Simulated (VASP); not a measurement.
Wanted: the native input for a VASP 6.6.1 run.

- Task: single point
- Functional: PBE
- Potentials or basis: VASP PAW PBE potentials, release 64 (Al, Ru_pv)
- Cutoff: 520 eV
- k mesh: 2 × 2 × 2
- Occupations: methfessel-paxton, width 0.1 eV
- Spin: no spin polarisation
- Dipole correction: no
- Further INCAR settings: LREAL = Auto; ALGO = Normal; EDIFF = 1e-06; NBANDS = 158

The structure of AlRu (RuAl (Pm-3m)) lies in POSCAR:

```
AlRu
1.0
    0.0000000000      6.0068828234      6.0068828234
    6.0068828234      0.0000000000      6.0068828234
    6.0068828234      6.0068828234      0.0000000000
Al Ru
16 16
Direct
    0.0000000000      0.0000000000      0.0000000000
    0.2500000000      0.2500000000      0.2500000000
    0.0000000000      0.0000000000      0.5000000000
    0.2500000000      0.2500000000      0.7500000000
    0.0000000000      0.5000000000      0.0000000000
    0.2500000000      0.7500000000      0.2500000000
    0.0000000000      0.5000000000      0.5000000000
    0.2500000000      0.7500000000      0.7500000000
    0.5000000000      0.0000000000      0.0000000000
    0.7500000000      0.2500000000      0.2500000000
    0.5000000000      0.0000000000      0.5000000000
    0.7500000000      0.2500000000      0.7500000000
    0.5000000000      0.5000000000      0.0000000000
    0.7500000000      0.7500000000      0.2500000000
    0.5000000000      0.5000000000      0.5000000000
    0.7500000000      0.7500000000      0.7500000000
    0.1250000000      0.1250000000      0.1250000000
    0.3750000000      0.3750000000      0.3750000000
    0.1250000000      0.1250000000      0.6250000000
    0.3750000000      0.3750000000      0.8750000000
    0.1250000000      0.6250000000      0.1250000000
    0.3750000000      0.8750000000      0.3750000000
    0.1250000000      0.6250000000      0.6250000000
    0.3750000000      0.8750000000      0.8750000000
    0.6250000000      0.1250000000      0.1250000000
    0.8750000000      0.3750000000      0.3750000000
    0.6250000000      0.1250000000      0.6250000000
    0.8750000000      0.3750000000      0.8750000000
    0.6250000000      0.6250000000      0.1250000000
    0.8750000000      0.8750000000      0.3750000000
    0.6250000000      0.6250000000      0.6250000000
    0.8750000000      0.8750000000      0.8750000000
```

These files were run (other wordings do the same):

INCAR

```
SYSTEM = AlRu
PREC = Accurate
ENCUT = 520
EDIFF = 1E-6
ISMEAR = 1
SIGMA = 0.1
LREAL = Auto
LASPH = .True.
NELM = 60
ALGO = Normal
ISIF = 2
LWAVE = .False.
LCHARG = .False.
GGA = PE
NBANDS = 158
```

KPOINTS

```
Automatic mesh
0
Gamma
  2 2 2
  0 0 0
```

Potentials or basis: VASP PAW PBE potentials, release 64 (Al, Ru_pv).

Launch:

```console
$ cat potpaw_PBE.64/Al/POTCAR potpaw_PBE.64/Ru_pv/POTCAR > POTCAR
$ mpirun -np 1 vasp_std > vasp.out
```

Results of the run:

```json
{
  "Pressure": "-0.2 GPa",
  "Band gap on the k mesh": "zero (band 136 reaches 10.87 eV, above the bottom of band 137 at 10.35 eV)"
}
```

Caveat: the k points lie up to 0.45 Å⁻¹ apart.

Wall time 5.1 min on 1 thread of Intel(R) Xeon(R) Platinum 8488C (Sapphire Rapids), on a shared host, peak memory 0.61 GiB.
